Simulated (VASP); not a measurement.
# CdS (Greenockite) (P6_3mc) in VASP: notebook

The runs below take CdS (Greenockite) through single point, with PBEsol.

All numbers are computed with VASP 6.6.1; they aren't measurements. Logs are shortened: lines on timing, memory, paths and dates and some standing lists are left out, and cuts for length are marked.

## (1) The cell of the first run

It takes space group P6_3mc (No. 186, hexagonal). The conventional cell has a = 4.173 Å, b = 4.173 Å, c = 6.788 Å, α = 90.00°, β = 90.00°, γ = 120.00°. Within 3.4 Å of Cd (site symmetry 3m) lie 4 S at 2.55 to 2.56 Å. Within 3.4 Å of S (site symmetry 3m) lie 4 Cd at 2.55 to 2.56 Å.

## (2) Single point, PBEsol, non-collinear spin, zero start, spin-orbit coupling

INCAR reads:

```
SYSTEM = CdS
ALGO = Normal
EDIFF = 1E-7
ENCUT = 520
GGA = PS
GGA_COMPAT = .False.
ISIF = 2
ISMEAR = 0
LASPH = .True.
LCHARG = .True.
LORBIT = 11
LORBMOM = .True.
LREAL = .False.
LSORBIT = .True.
LVHAR = .True.
LWAVE = .False.
MAGMOM = 0 0 0 0 0 0 0 0 0 0 0 0
NBANDS = 50
NELM = 150
PREC = Accurate
SIGMA = 0.01
```

KPOINTS reads:

```
k-points
0
Gamma
  6 6 4
  0 0 0
```

POSCAR reads:

```
CdS
1.0
    4.1733437621      0.0000000000      0.0000000000
   -2.0866718810      3.6142217167      0.0000000000
    0.0000000000      0.0000000000      6.7877910479
Cd S
2 2
Direct
    0.3333333333      0.6666666667     -0.0008226320
    0.6666666667      0.3333333333      0.4991773680
    0.3333333333      0.6666666667      0.3758226320
    0.6666666667      0.3333333333      0.8758226320
```

Potentials or basis: VASP PAW PBE potentials, release 64 (Cd, S).

On the command line:

```
$ cat potpaw_PBE.64/Cd/POTCAR potpaw_PBE.64/S/POTCAR > POTCAR
$ mpirun -np 1 vasp_ncl > vasp.out
```

OUTCAR:

```text
SYSTEM = CdS
   EDIFF = 1E-7
   ENCUT = 520
   GGA = PS
   ISIF = 2
   ISMEAR = 0
   LASPH = .True.
   LORBIT = 11
   LREAL = .False.
   LSORBIT = .True.
   NELM = 150
   PREC = Accurate

 ion  position               nearest neighbor table
   1  0.333  0.667  0.999-   4 2.55   4 2.55   4 2.55   3 2.56
   2  0.667  0.333  0.499-   3 2.55   3 2.55   3 2.55   4 2.56
   3  0.333  0.667  0.376-   2 2.55   2 2.55   2 2.55   1 2.56
   4  0.667  0.333  0.876-   1 2.55   1 2.55   1 2.55   2 2.56

  LATTYP: Found a hexagonal cell.
 ALAT       =     4.1733437621
 C/A-ratio  =     1.6264634391

  Lattice vectors:

 A1 = (   4.1733437621,   0.0000000000,   0.0000000000)
 A2 = (  -2.0866718810,   3.6142217167,   0.0000000000)
 A3 = (   0.0000000000,   0.0000000000,   6.7877910479)

Analysis of symmetry for initial positions (statically):
=====================================================================
 Subroutine PRICEL returns:
 Original cell was already a primitive cell.

 Routine SETGRP: Setting up the symmetry group for a
 hexagonal supercell.

 Subroutine GETGRP returns: Found 12 space group operations
 (whereof  6 operations were pure point group operations)
 out of a pool of 24 trial point group operations.

The static configuration has the point symmetry C_3v.
 The point group associated with its full space group is C_6v.

Analysis of symmetry for dynamics (positions and initial velocities):
=====================================================================
 Subroutine PRICEL returns:
 Original cell was already a primitive cell.

 Routine SETGRP: Setting up the symmetry group for a
 hexagonal supercell.

 Subroutine GETGRP returns: Found 12 space group operations
 (whereof  6 operations were pure point group operations)
 out of a pool of 24 trial point group operations.

The dynamic configuration has the point symmetry C_3v.
 The point group associated with its full space group is C_6v.

Analysis of structural, dynamic, and magnetic symmetry:
=====================================================================
 Subroutine PRICEL returns:
 Original cell was already a primitive cell.

 Routine SETGRP: Setting up the symmetry group for a
 hexagonal supercell.

 Subroutine GETGRP returns: Found 12 space group operations
 (whereof  6 operations were pure point group operations)
 out of a pool of 24 trial point group operations.

The overall configuration has the point symmetry C_3v.
 The point group associated with its full space group is C_6v.

 Subroutine INISYM returns: Found 12 space group operations
 (whereof  6 operations are pure point group operations),
 and found     1 'primitive' translations

----------------------------------------------------------------------------------------

                                     Primitive cell

  volume of cell :     102.3829

  direct lattice vectors                    reciprocal lattice vectors
     4.173343762  0.000000000  0.000000000     0.239616015  0.138342371  0.000000000
    -2.086671881  3.614221717  0.000000000     0.000000000  0.276684741  0.000000000
     0.000000000  0.000000000  6.787791048     0.000000000  0.000000000  0.147323333

  length of vectors
     4.173343762  4.173343762  6.787791048     0.276684741  0.276684741  0.147323333

  position of ions in fractional coordinates (direct lattice)
     0.333333333  0.666666667  0.999177368
     0.666666667  0.333333333  0.499177368
     0.333333333  0.666666667  0.375822632
     0.666666667  0.333333333  0.875822632

  ion indices of the primitive-cell ions
   primitive index   ion index
                 1           1
                 2           2
                 3           3
                 4           4

----------------------------------------------------------------------------------------

 KPOINTS: k-points

Automatic generation of k-mesh.
 Grid dimensions read from file:
 generate k-points for:    6    6    4

[... 111 lines left out ...]
  ---------------------------------------------------
  free energy    TOTEN  =       -13.67475530 eV

  energy without entropy =      -13.67475530  energy(sigma->0) =      -13.67475530

 E-fermi :   1.0335     XC(G=0):  -9.2235

 val. band max:        0.9626012641   @ k =   0.0000   0.0000   0.0000
 cond. band min:       1.9651664615   @ k =   0.0000   0.0000   0.0000
 fundamental gap:      1.0025651974
 Fermi energy:         1.0335324040

 k-point     1 :       0.0000    0.0000    0.0000
  band No.  band energies     occupation
      1     -11.2517      1.00000
      2     -11.2517      1.00000
      3     -10.8373      1.00000
      4     -10.8373      1.00000
      5      -6.9385      1.00000
      6      -6.9385      1.00000
[... 1213 lines left out ...]
     47       8.2669      0.00000
     48       8.2669      0.00000

 [... further k-points ...]

 [bands above 48 left out]

------------------------ aborting loop because EDIFF is reached ----------------------------------------

  FORCE on cell =-STRESS in cart. coord.  units (eV):
  Direction    XX          YY          ZZ          XY          YZ          ZX
  --------------------------------------------------------------------------------------
  -------------------------------------------------------------------------------------
  Total       -1.0776201     -1.0776201     -1.0775413     -0.0000000      0.0000000      0.0000000
  in kB      -16.8635435    -16.8635435    -16.8623106     -0.0000000      0.0000000      0.0000000
  external PRESSURE =     -16.8631326 kB  Pullay stress =       0.0000000 kB

 VOLUME and BASIS-vectors are now :
 -----------------------------------------------------------------------------
  energy-cutoff  :      520.00
  volume of cell :      102.38
      direct lattice vectors                 reciprocal lattice vectors
     4.173343762  0.000000000  0.000000000     0.239616015  0.138342371  0.000000000
    -2.086671881  3.614221717  0.000000000     0.000000000  0.276684741  0.000000000
     0.000000000  0.000000000  6.787791048     0.000000000  0.000000000  0.147323333

 POSITION                                       TOTAL-FORCE (eV/Angst)
 -----------------------------------------------------------------------------------
     -0.00000      2.40948      6.78221        -0.000000      0.000000     -0.000157
      2.08667      1.20474      3.38831         0.000000     -0.000000     -0.000157
     -0.00000      2.40948      2.55101        -0.000000      0.000000      0.000157
      2.08667      1.20474      5.94490         0.000000     -0.000000      0.000157
 -----------------------------------------------------------------------------------
    total drift:                               -0.000000      0.000000     -0.000638

  FREE ENERGIE OF THE ION-ELECTRON SYSTEM (eV)
  ---------------------------------------------------
  free  energy   TOTEN  =       -13.6747552972 eV

  energy  without entropy=      -13.6747552972  energy(sigma->0) =      -13.67475530

 orbital moment (x)

 # of ion     p       d       tot
 ----------------------------------------
  1         0.000  -0.000  -0.000
  2         0.000  -0.000  -0.000
  3         0.000   0.000   0.000
  4        -0.000   0.000  -0.000
 ----------------------------------------
            0.000  -0.000  -0.000

 orbital moment (y)

 # of ion     p       d       tot
 ----------------------------------------
  1        -0.000   0.000   0.000
  2         0.000  -0.000  -0.000
  3         0.000   0.000   0.000
  4        -0.000   0.000  -0.000
 ----------------------------------------
           -0.000  -0.000  -0.000

 orbital moment (z)

 # of ion     p       d       tot
 ----------------------------------------
  1         0.000   0.000   0.000
  2         0.000   0.000   0.000
  3         0.000   0.000   0.000
  4         0.000   0.000   0.000
 ----------------------------------------
            0.000   0.000   0.000

 Spin-Orbit-Coupling matrix elements

 Ion:    1  E_soc:     -0.0566568
 l=   1
     0.0000000    -0.0024100    -0.0024314
    -0.0024100     0.0000000    -0.0024100
    -0.0024314    -0.0024100     0.0000000
 l=   2
     0.0000000    -0.0013988     0.0000000    -0.0013988    -0.0056420
    -0.0013988     0.0000000    -0.0042264    -0.0013870    -0.0013988
     0.0000000    -0.0042264     0.0000000    -0.0042264     0.0000000
    -0.0013988    -0.0013870    -0.0042264     0.0000000    -0.0013988
    -0.0056420    -0.0013988     0.0000000    -0.0013988     0.0000000
 l=   3
     0.0000000     0.0000000     0.0000000     0.0000000     0.0000000     0.0000000     0.0000000
     0.0000000     0.0000000     0.0000000     0.0000000     0.0000000     0.0000000     0.0000000
     0.0000000     0.0000000     0.0000000     0.0000000     0.0000000     0.0000000     0.0000000
     0.0000000     0.0000000     0.0000000     0.0000000     0.0000000     0.0000000     0.0000000
[... 49 lines left out ...]
 l=   2
     0.0000000     0.0000000     0.0000000     0.0000000     0.0000000
     0.0000000     0.0000000     0.0000000     0.0000000     0.0000000
     0.0000000     0.0000000     0.0000000     0.0000000     0.0000000
     0.0000000     0.0000000     0.0000000     0.0000000     0.0000000
     0.0000000     0.0000000     0.0000000     0.0000000     0.0000000
 l=   3
     0.0000000     0.0000000     0.0000000     0.0000000     0.0000000     0.0000000     0.0000000
     0.0000000     0.0000000     0.0000000     0.0000000     0.0000000     0.0000000     0.0000000
     0.0000000     0.0000000     0.0000000     0.0000000     0.0000000     0.0000000     0.0000000
     0.0000000     0.0000000     0.0000000     0.0000000     0.0000000     0.0000000     0.0000000
     0.0000000     0.0000000     0.0000000     0.0000000     0.0000000     0.0000000     0.0000000
     0.0000000     0.0000000     0.0000000     0.0000000     0.0000000     0.0000000     0.0000000
     0.0000000     0.0000000     0.0000000     0.0000000     0.0000000     0.0000000     0.0000000

 total charge

# of ion       s       p       d       tot
------------------------------------------
    1        0.424   0.313   9.560  10.297
    2        0.424   0.313   9.560  10.297
    3        1.319   2.362   0.000   3.681
    4        1.319   2.362   0.000   3.681
--------------------------------------------------
tot          3.485   5.350  19.120  27.956

 magnetization (x)

# of ion       s       p       d       tot
------------------------------------------
    1        0.000  -0.000  -0.000  -0.000
    2       -0.000   0.000   0.000   0.000
    3        0.000   0.000   0.000   0.000
    4       -0.000   0.000   0.000   0.000
--------------------------------------------------
tot          0.000   0.000   0.000   0.000

 magnetization (y)

# of ion       s       p       d       tot
------------------------------------------
    1        0.000   0.000   0.000   0.000
    2        0.000   0.000   0.000   0.000
    3        0.000   0.000   0.000   0.000
    4        0.000   0.000   0.000   0.000
--------------------------------------------------
tot          0.000   0.000   0.000   0.000

 magnetization (z)

# of ion       s       p       d       tot
------------------------------------------
    1       -0.000   0.000   0.000   0.000
    2       -0.000   0.000  -0.000  -0.000
    3        0.000   0.000   0.000   0.000
    4        0.000   0.000   0.000   0.000
--------------------------------------------------
tot         -0.000   0.000   0.000   0.000
```

Wall time 5.3 min (1 thread of AMD EPYC 9R14 (Zen 4), shared host); peak memory 0.49 GiB.

Results:

```yaml
Free_energy: -13.6748 eV
Pressure: -1.7 GPa
Net_moment: 0.00 μB per cell
Valence_electrons_inside_the_program's_atomic_spheres: Cd 10.30; S 3.68
```

Moments on the atoms (μB; x, y, z):
```
Cd  0.00 0.00 0.00
Cd  0.00 0.00 0.00
S   0.00 0.00 0.00
S   0.00 0.00 0.00
```

Caveat: the PAW data sets were made with another functional, which shifts forces and pressure a little.

(Continued in part 2 of 2.)
